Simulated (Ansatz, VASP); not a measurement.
**One calculation of Zr3O, two programs**

The input INCAR:

```
PREC = Accurate ; ENCUT = 520
EDIFF = 1E-6 ; ISMEAR = 0
SIGMA = 0.15 ; LREAL = False
LASPH = True ; NELM = 100
ALGO = Normal ; ISIF = 2
LWAVE = False ; LCHARG = False
GGA = PS ; NBANDS = 52
```

File KPOINTS:

```
regular mesh
0
Gamma
  9 9 8
```

POSCAR

```
Zr3O
1.0
    5.8497104291      0.0000000000      0.0000000000
   -2.9248552145      5.0659978364      0.0000000000
    0.0000000000      0.0000000000      4.6984874166
Zr O
6 2
Direct
    0.3126109405      0.0000000000      0.0000000000
    0.3126109405      0.3126109405      0.5000000000
    0.0000000000      0.3126109405      0.0000000000
    0.6873890595      0.0000000000      0.5000000000
    0.6873890595      0.6873890595      0.0000000000
    0.0000000000      0.6873890595      0.5000000000
    0.3333333333      0.6666666667      0.2500000000
    0.6666666667      0.3333333333      0.7500000000
```

Input for Ansatz:

```yaml
crystal:
  lattice:
    - [5.8497104291, 0.0, 0.0]
    - [-2.9248552145, 5.0659978364, 0.0]
    - [0.0, 0.0, 4.6984874166]
  atoms:
    - { symbol: Zr, position: [0.3126109405, 0.0, 0.0] }
    - { symbol: Zr, position: [0.3126109405, 0.3126109405, 0.5] }
    - { symbol: Zr, position: [0.0, 0.3126109405, 0.0] }
    - { symbol: Zr, position: [0.6873890595, 0.0, 0.5] }
    - { symbol: Zr, position: [0.6873890595, 0.6873890595, 0.0] }
    - { symbol: Zr, position: [0.0, 0.6873890595, 0.5] }
    - { symbol: O, position: [0.3333333333, 0.6666666667, 0.25] }
    - { symbol: O, position: [0.6666666667, 0.3333333333, 0.75] }
basis:
  ecutwfc: 520.0
kpoints:
  mp_grid: { grid: [9, 9, 8] }
hamiltonian:
  xc: pbesol
  pseudopotentials: { kind: paw, azcp: { folder: soft_1 } }
scf:
  occupations: { method: gaussian, width: 0.15 }
output:
  forces: true
  stress: true
  eigenvalues: true
```

Alike in both runs: task single point; functional PBEsol; k mesh 9 × 9 × 8; occupations gaussian, width 0.15 eV; no spin polarisation.

|  | VASP | Ansatz |
| --- | --- | --- |
| version | VASP 6.6.1 | Ansatz 0.2.0 |
| potentials or method | VASP PAW PBE potentials, release 64 (Zr_sv, O), cutoff 520 eV | scalar-relativistic, plane waves, PAW |
| valence electrons in the cell | 84 | 84 |

|  | VASP | Ansatz | Ansatz less VASP |
| --- | --- | --- | --- |
| gap on the k mesh at the Fermi level (eV) | none | none | - |
| pressure (GPa) | -0.3 | -0.4 | -0.11 |
| traceless stress, the component that is largest in VASP (GPa) | 15.50 | 15.50 | +0.001 |
| rms of the force components (eV/Å) | 1.159 | 1.163 | +0.0033 |

VASP's potentials were made for PBE, not for PBEsol, and Ansatz warns of the same on its side. Atom by atom the forces differ by 0.003 eV/Å (rms over components). A gap of «none» marks a metal or a gap that the smearing closes.
